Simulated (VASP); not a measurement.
# NbP (I4_1/amd) in VASP: relaxation of cell and atoms with PBE

Aim: the relaxation of cell and atoms of NbP with PBE.

All numbers are computed with VASP 6.6.1; they aren't measurements. Logs are shortened: lines on timing, memory, paths and dates and some standing lists are left out, and cuts for length are marked.

### 1 The cell of the first run

It takes space group I4_1/amd (No. 141, tetragonal). The conventional cell has a = 3.327 Å, b = 3.327 Å, c = 11.386 Å, α = 90.00°, β = 90.00°, γ = 90.00°. Within 3.1 Å of Nb (site symmetry -4m2) lie 4 P at 2.35 Å. Within 3.1 Å of P (site symmetry -4m2) lie 4 Nb at 2.35 Å.

### 2 Relaxation of cell and atoms, PBE

File INCAR:

```
SYSTEM = NbP
ALGO = Normal
EDIFF = 1E-7
EDIFFG = -0.01
ENCUT = 520
GGA = PE
GGA_COMPAT = .FALSE.
IBRION = 2
ISIF = 3
ISMEAR = -1
ISYM = -1
LASPH = .TRUE.
LCHARG = .FALSE.
LREAL = .FALSE.
LWAVE = .FALSE.
NELM = 120
NELMIN = 4
NSW = 60
PREC = Accurate
SIGMA = 0.1
```

File KPOINTS:

```
explicit points
108
Reciprocal
  0.08333333   0.08333333   0.08333333 2
  0.08333333   0.08333333   0.25000000 2
  0.08333333   0.08333333   0.41666667 2
  0.08333333   0.08333333   0.58333333 2
  0.08333333   0.08333333   0.75000000 2
  0.08333333   0.08333333   0.91666667 2
  0.08333333   0.25000000   0.08333333 2
  0.08333333   0.25000000   0.25000000 2
  0.08333333   0.25000000   0.41666667 2
  0.08333333   0.25000000   0.58333333 2
  0.08333333   0.25000000   0.75000000 2
  0.08333333   0.25000000   0.91666667 2
  0.08333333   0.41666667   0.08333333 2
  0.08333333   0.41666667   0.25000000 2
  0.08333333   0.41666667   0.41666667 2
  0.08333333   0.41666667   0.58333333 2
  0.08333333   0.41666667   0.75000000 2
  0.08333333   0.41666667   0.91666667 2
  0.08333333   0.58333333   0.08333333 2
  0.08333333   0.58333333   0.25000000 2
  0.08333333   0.58333333   0.41666667 2
  0.08333333   0.58333333   0.58333333 2
  0.08333333   0.58333333   0.75000000 2
  0.08333333   0.58333333   0.91666667 2
  0.08333333   0.75000000   0.08333333 2
  0.08333333   0.75000000   0.25000000 2
  0.08333333   0.75000000   0.41666667 2
  0.08333333   0.75000000   0.58333333 2
  0.08333333   0.75000000   0.75000000 2
  0.08333333   0.75000000   0.91666667 2
  0.08333333   0.91666667   0.08333333 2
  0.08333333   0.91666667   0.25000000 2
  0.08333333   0.91666667   0.41666667 2
  0.08333333   0.91666667   0.58333333 2
  0.08333333   0.91666667   0.75000000 2
  0.08333333   0.91666667   0.91666667 2
  0.25000000   0.08333333   0.08333333 2
  0.25000000   0.08333333   0.25000000 2
  0.25000000   0.08333333   0.41666667 2
  0.25000000   0.08333333   0.58333333 2
  0.25000000   0.08333333   0.75000000 2
  0.25000000   0.08333333   0.91666667 2
  0.25000000   0.25000000   0.08333333 2
  0.25000000   0.25000000   0.25000000 2
  0.25000000   0.25000000   0.41666667 2
  0.25000000   0.25000000   0.58333333 2
  0.25000000   0.25000000   0.75000000 2
  0.25000000   0.25000000   0.91666667 2
  0.25000000   0.41666667   0.08333333 2
  0.25000000   0.41666667   0.25000000 2
  0.25000000   0.41666667   0.41666667 2
  0.25000000   0.41666667   0.58333333 2
  0.25000000   0.41666667   0.75000000 2
  0.25000000   0.41666667   0.91666667 2
  0.25000000   0.58333333   0.08333333 2
  0.25000000   0.58333333   0.25000000 2
  0.25000000   0.58333333   0.41666667 2
  0.25000000   0.58333333   0.58333333 2
  0.25000000   0.58333333   0.75000000 2
  0.25000000   0.58333333   0.91666667 2
  0.25000000   0.75000000   0.08333333 2
  0.25000000   0.75000000   0.25000000 2
  0.25000000   0.75000000   0.41666667 2
  0.25000000   0.75000000   0.58333333 2
  0.25000000   0.75000000   0.75000000 2
  0.25000000   0.75000000   0.91666667 2
  0.25000000   0.91666667   0.08333333 2
  0.25000000   0.91666667   0.25000000 2
  0.25000000   0.91666667   0.41666667 2
  0.25000000   0.91666667   0.58333333 2
  0.25000000   0.91666667   0.75000000 2
  0.25000000   0.91666667   0.91666667 2
  0.41666667   0.08333333   0.08333333 2
  0.41666667   0.08333333   0.25000000 2
  0.41666667   0.08333333   0.41666667 2
  0.41666667   0.08333333   0.58333333 2
  0.41666667   0.08333333   0.75000000 2
  0.41666667   0.08333333   0.91666667 2
  0.41666667   0.25000000   0.08333333 2
  0.41666667   0.25000000   0.25000000 2
  0.41666667   0.25000000   0.41666667 2
  0.41666667   0.25000000   0.58333333 2
  0.41666667   0.25000000   0.75000000 2
  0.41666667   0.25000000   0.91666667 2
  0.41666667   0.41666667   0.08333333 2
  0.41666667   0.41666667   0.25000000 2
  0.41666667   0.41666667   0.41666667 2
  0.41666667   0.41666667   0.58333333 2
  0.41666667   0.41666667   0.75000000 2
  0.41666667   0.41666667   0.91666667 2
  0.41666667   0.58333333   0.08333333 2
  0.41666667   0.58333333   0.25000000 2
  0.41666667   0.58333333   0.41666667 2
  0.41666667   0.58333333   0.58333333 2
  0.41666667   0.58333333   0.75000000 2
  0.41666667   0.58333333   0.91666667 2
  0.41666667   0.75000000   0.08333333 2
  0.41666667   0.75000000   0.25000000 2
  0.41666667   0.75000000   0.41666667 2
  0.41666667   0.75000000   0.58333333 2
  0.41666667   0.75000000   0.75000000 2
  0.41666667   0.75000000   0.91666667 2
  0.41666667   0.91666667   0.08333333 2
  0.41666667   0.91666667   0.25000000 2
  0.41666667   0.91666667   0.41666667 2
  0.41666667   0.91666667   0.58333333 2
  0.41666667   0.91666667   0.75000000 2
  0.41666667   0.91666667   0.91666667 2
```

File POSCAR:

```
NbP
1.0
    0.0000000000      3.3268650000      0.0000000000
    3.3268650000      0.0000000000      0.0000000000
    1.6634330000      1.6634330000     -5.6931920000
Nb P
2 2
Direct
    0.0000000000      0.0000000000      0.0000000000
    0.7500000000      0.2500000000      0.5000000000
    0.5000000000      0.5000000000      0.0000000000
    0.2500000000      0.7500000000      0.5000000000
```

Potentials or basis: VASP PAW PBE potentials, release 64 (Nb_sv, P).

On the command line:

```sh
> cat potpaw_PBE.64/Nb_sv/POTCAR potpaw_PBE.64/P/POTCAR > POTCAR
> mpirun -np 1 vasp_std > vasp.out
```

OUTCAR:

```text
SYSTEM = NbP
   EDIFF = 1E-7
   EDIFFG = -0.01
   ENCUT = 520
   GGA = PE
   IBRION = 2
   ISIF = 3
   ISMEAR = -1
   ISYM = -1
   LASPH = .TRUE.
   LREAL = .FALSE.
   NELM = 120
   NELMIN = 4
   NSW = 60
   PREC = Accurate

 ion  position               nearest neighbor table
   1  0.000  0.000  0.000-   3 2.35   3 2.35   3 2.35   3 2.35
   2  0.750  0.250  0.500-   4 2.35   4 2.35   4 2.35   4 2.35
   3  0.500  0.500  0.000-   1 2.35   1 2.35   1 2.35   1 2.35
   4  0.250  0.750  0.500-   2 2.35   2 2.35   2 2.35   2 2.35

IMPORTANT INFORMATION: All symmetrisations will be switched off!
NOSYMM: (Re-)initialisation of all symmetry stuff for point group C_1.

----------------------------------------------------------------------------------------

                                     Primitive cell

  volume of cell :      63.0124

  direct lattice vectors                    reciprocal lattice vectors
     0.000000000  3.326865000  0.000000000     0.000000000  0.300583282  0.087824221
     3.326865000  0.000000000  0.000000000     0.300583282  0.000000000  0.087824221
     1.663433000  1.663433000 -5.693192000     0.000000000  0.000000000 -0.175648388

  length of vectors
     3.326865000  3.326865000  6.160069305     0.313150767  0.313150767  0.175648388

  position of ions in fractional coordinates (direct lattice)
     0.000000000  0.000000000  0.000000000
     0.750000000  0.250000000  0.500000000
     0.500000000  0.500000000  0.000000000
     0.250000000  0.750000000  0.500000000

  ion indices of the primitive-cell ions
   primitive index   ion index
                 1           1
                 2           2
                 3           3
                 4           4

----------------------------------------------------------------------------------------

 KPOINTS: explicit points

Read explicit list of k-points.

 Found    108 k-points:

 Following reciprocal coordinates:
            Coordinates               Weight
  0.083333  0.083333  0.083333      0.009259
  0.083333  0.083333  0.250000      0.009259
  0.083333  0.083333  0.416667      0.009259
  0.083333  0.083333  0.583333      0.009259
  0.083333  0.083333  0.750000      0.009259
  0.083333  0.083333  0.916667      0.009259
[... 16 lines left out ...]
  0.083333  0.583333  0.750000      0.009259
  0.083333  0.583333  0.916667      0.009259
 [... further k-points ...]
   k-points           NKPTS =    108   k-points in BZ     NKDIM =    108   number of bands    NBANDS=     22
   number of dos      NEDOS =    301   number of ions     NIONS =      4
   total plane-waves  NPLWV =  37632
   dimension x,y,z NGX =    28 NGY =   28 NGZ =   48
   dimension x,y,z NGXF=    56 NGYF=   56 NGZF=   96
   ions per type =               2   2
   NGX,Y,Z   is equivalent  to a cutoff of  13.99, 13.99, 12.95 a.u.
   NGXF,Y,Z  is equivalent  to a cutoff of  27.98, 27.98, 25.91 a.u.
 SYSTEM =  NbP
   PREC   = accura    normal or accurate (medium, high low for compatibility)
   ISTART =      0    job   : 0-new  1-cont  2-samecut
   ICHARG =      2    charge: 1-file 2-atom 10-const
   ISPIN  =      1    spin polarized calculation?
   LNONCOLLINEAR =      F non collinear calculations
   LSORBIT =      F    spin-orbit coupling
   LASPH  =      T    aspherical Exc in radial PAW
   ENCUT  =  520.0 eV  38.22 Ry    6.18 a.u.   6.19  6.19 11.45*2*pi/ulx,y,z
   NELM   =    120;   NELMIN=  4; NELMDL= -5     # of ELM steps
   EDIFF  = 0.1E-06   stopping-criterion for ELM
   LREAL  =      F    real-space projection
   EDIFFG = -.1E-01   stopping-criterion for IOM
   NSW    =     60    number of steps for IOM
   IBRION =      2    ionic relax: 0-MD 1-quasi-New 2-CG
   NFREE  =      1    steps in history (QN), initial steepest desc. (CG)
   ISIF   =      3    stress and relaxation
   ISYM   =     -1    0-nonsym 1-usesym 2-fastsym
   POTIM  = 0.5000    time-step for ionic-motion
   TEBEG  =    0.0;   TEEND  =   0.0 temperature during run
   PSTRESS=    0.0 pullay stress
   NELECT =      36.0000    total number of electrons
   NUPDOWN=      -1.0000    fix difference up-down
   EMIN   =  10.00;   EMAX   =-10.00  energy-range for DOS
   EFERMI =   0.00;   METHOD = LEGACY
   ISMEAR =    -1;   SIGMA  =   0.10  broadening in eV -4-tet -1-fermi 0-gaus
   EFERMI_NEDOS =   21; number of points for ismear=-14 and -15
   IALGO  =     38    algorithm
   IMIX   =      4    mixing-type and parameters
     AMIX     =   0.40;   BMIX     =  1.00
     AMIX_MAG =   1.60;   BMIX_MAG =  1.00
  volume/ion in A,a.u.               =      15.75       106.31
  Fermi-wavevector in a.u.,A,eV,Ry     =   1.358419  2.567039 25.106844  1.845301
  Thomas-Fermi vector in A             =   2.485254
   LORBIT       =      0    0 simple, 1 ext, 2 COOP (PROOUT), +10 PAW based schemes
   GGA     = PE    functional components
   LHFCALC =     F    Hartree Fock is set to
   AEXX    =    0.0000 exact exchange contribution
   IVDW    =     0    specifies the selected vdW correction
   LEPSILON=     F    determine dielectric tensor
   LRPA    =     F    only Hartree local field effects (RPA)
 conjugate gradient relaxation of ions
 non-spin polarized calculation
  energy-cutoff  :      520.00
  volume of cell :       63.01
 maximum number of plane-waves:      1720
 NGX is ok and might be reduce to    28
   NGX = 13   NGY = 13   NGZ = 23

--------------------------------------- Ionic step        1  -------------------------------------------

 number of electron      36.0000001 magnetization

 Free energy of the ion-electron system (eV)
  ---------------------------------------------------
  ext. energy  EPLUGINS =         0.00000000
  ---------------------------------------------------
  free energy    TOTEN  =       -32.04176079 eV

  energy without entropy =      -31.93116924  energy(sigma->0) =      -31.98646502

------------------------ aborting loop because EDIFF is reached ----------------------------------------

  FORCE on cell =-STRESS in cart. coord.  units (eV):
  Direction    XX          YY          ZZ          XY          YZ          ZX
  --------------------------------------------------------------------------------------
  -------------------------------------------------------------------------------------
  Total       13.2250742     13.2250843     -4.3227409     -0.0067746      0.0000442      0.0000460
  in kB      336.2656554    336.2659113   -109.9116170     -0.1722541      0.0011249      0.0011690
  external PRESSURE =     187.5399832 kB  Pullay stress =       0.0000000 kB
[... 61 lines left out ...]
  energy  without entropy=      -31.0866514282  energy(sigma->0) =      -31.16333315

--------------------------------------- Ionic step        3  -------------------------------------------

 number of electron      35.9999999 magnetization

 E-fermi :   9.9518     XC(G=0): -11.6392

 val. band max:        9.9463292225   @ k =   0.2500   0.9167   0.9167
 cond. band min:       9.9778816245   @ k =   0.2500   0.0833   0.9167
 fundamental gap:      0.0315524020
 Fermi energy:         9.9518474675

 k-point     1 :       0.0833    0.0833    0.0833
  band No.  band energies     occupation
      1     -45.2615      2.00000
      2     -45.2264      2.00000
      3     -21.3957      2.00000
      4     -21.3952      2.00000
      5     -21.3755      2.00000
      6     -21.3714      2.00000
[... 622 lines left out ...]
  FREE ENERGIE OF THE ION-ELECTRON SYSTEM (eV)
  ---------------------------------------------------
  free  energy   TOTEN  =       -32.7369089599 eV

  energy  without entropy=      -32.6244316064  energy(sigma->0) =      -32.68067028

[... ionic steps 4 to 7 ...]

--------------------------------------- Ionic step        8  -------------------------------------------

 number of electron      36.0000000 magnetization

------------------------ aborting loop because EDIFF is reached ----------------------------------------

  FORCE on cell =-STRESS in cart. coord.  units (eV):
  Direction    XX          YY          ZZ          XY          YZ          ZX
  --------------------------------------------------------------------------------------
  -------------------------------------------------------------------------------------
  Total        0.4411387      0.4411377      0.0296380      0.0169873      0.0000125      0.0000125
  in kB       11.0873908     11.0873657      0.7449086      0.4269510      0.0003137      0.0003135
  external PRESSURE =       7.6398884 kB  Pullay stress =       0.0000000 kB
[... 61 lines left out ...]
  energy  without entropy=      -32.8240703173  energy(sigma->0) =      -32.88103363

--------------------------------------- Ionic step       10  -------------------------------------------

 number of electron      36.0000000 magnetization

 Free energy of the ion-electron system (eV)
  ---------------------------------------------------
  ext. energy  EPLUGINS =         0.00000000
  ---------------------------------------------------
  free energy    TOTEN  =       -32.93954732 eV

  energy without entropy =      -32.82696836  energy(sigma->0) =      -32.88325784

 E-fermi :  10.9901     XC(G=0): -12.0627

 val. band max:       10.9856384232   @ k =   0.0833   0.5833   0.2500
 cond. band min:      11.0023622841   @ k =   0.0833   0.5833   0.0833
 fundamental gap:      0.0167238609
 Fermi energy:        10.9900689186

 k-point     1 :       0.0833    0.0833    0.0833
  band No.  band energies     occupation
      1     -43.9775      2.00000
      2     -43.9056      2.00000
      3     -20.1486      2.00000
      4     -20.1427      2.00000
      5     -20.1409      2.00000
      6     -20.0907      2.00000
[... 622 lines left out ...]
  FREE ENERGIE OF THE ION-ELECTRON SYSTEM (eV)
  ---------------------------------------------------
  free  energy   TOTEN  =       -32.9395473233 eV

  energy  without entropy=      -32.8269683621  energy(sigma->0) =      -32.88325784

 reached required accuracy - stopping structural energy minimisation
```

Run time: 11 min. Hardware: 1 thread of Intel Xeon 6975P-C (Granite Rapids), shared host; peak memory 0.29 GiB.

What came out:

| Property | Result |
| --- | --- |
| Free energy | -32.9395 eV |
| Relaxed volume | 15.99 Å³/atom |
| Relaxed cell | a = 3.518 Å, b = 3.518 Å, c = 5.735 Å, α = 72.13°, β = 72.13°, γ = 89.99° |
| Space group after relaxing (to 0.1 Å) | I4_1/amd (No. 141) |
| Energy gained by relaxing | 224.4 meV/atom |
| Ionic steps | 10 |
| Pressure after relaxing | 0.0 GPa |
| Band gap on the k mesh | zero (bands 18 and 19 overlap by 0.38 eV) |

The path:
```
step  energy change (eV)  largest force (eV/Å)  pressure (GPa)  volume (Å³)
   1              0.0000                0.0000           18.75        63.01
   2              0.8017                0.0000          -24.54        80.30
   3             -0.6951                0.0000           -6.56        69.31
   4             -0.6996                0.0000           -5.27        68.87
   5             -0.6996                0.0000           -4.91        68.75
   6             -0.8780                0.0000           -1.38        65.21
   7             -0.8965                0.0000            0.45        63.94
   8             -0.8968                0.0000            0.76        63.75
   9             -0.8962                0.0000           -0.98        64.23
  10             -0.8978                0.0000           -0.01        63.96
```

Final structure:
```yaml
crystal:
  lattice:
    - [0.00037, 3.51831, 0.00000]
    - [3.51831, 0.00037, 0.00000]
    - [1.75934, 1.75934, -5.16680]
  atoms:
    - { symbol: Nb, position: [0.00000, 0.00000, 0.00000] }
    - { symbol: Nb, position: [0.75000, 0.25000, 0.50000] }
    - { symbol: P, position: [0.50000, 0.50000, 0.00000] }
    - { symbol: P, position: [0.25000, 0.75000, 0.50000] }
```
